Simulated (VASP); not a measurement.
A run of VASP 6.6.1 is set up as follows.

INCAR

```
ALGO = Normal
EDIFF = 1E-6
ENCUT = 520
GGA = PE
ISIF = 2
ISMEAR = -1
LASPH = T
LCHARG = F
LREAL = F
LWAVE = F
NBANDS = 24
NELM = 80
PREC = Accurate
SIGMA = 0.06122561905347299
```

KPOINTS

```
k-points
0
Gamma
  9 9 9
```

Contents of POSCAR:

```
InO3
1.0
    4.2125360646      0.0000000000      0.0000000000
    0.0000000000      4.2125360646      0.0000000000
    0.0000000000      0.0000000000      4.2125360646
In O
1 3
Direct
    0.0000000000      0.0000000000      0.0000000000
    0.5000000000      0.0000000000      0.0000000000
    0.0000000000      0.5000000000      0.0000000000
    0.0000000000      0.0000000000      0.5000000000
```

Potentials or basis: VASP PAW PBE potentials, release 64 (In_d, O).

Launch:

```console
$ cat potpaw_PBE.64/In_d/POTCAR potpaw_PBE.64/O/POTCAR > POTCAR
$ mpirun -np 1 vasp_std > vasp.out
```

Task: Predict the band gap on the k mesh.

Result: Zero (an odd number of electrons rules out a gap without spin polarisation).

Task: What does it give for the pressure?

Result: 0.2 GPa.

Caveat: spin-orbit coupling is left out, which moves the levels of the heavy elements; an odd number of electrons without spin polarisation forces a metal; a magnetic or distorted state may lie lower.
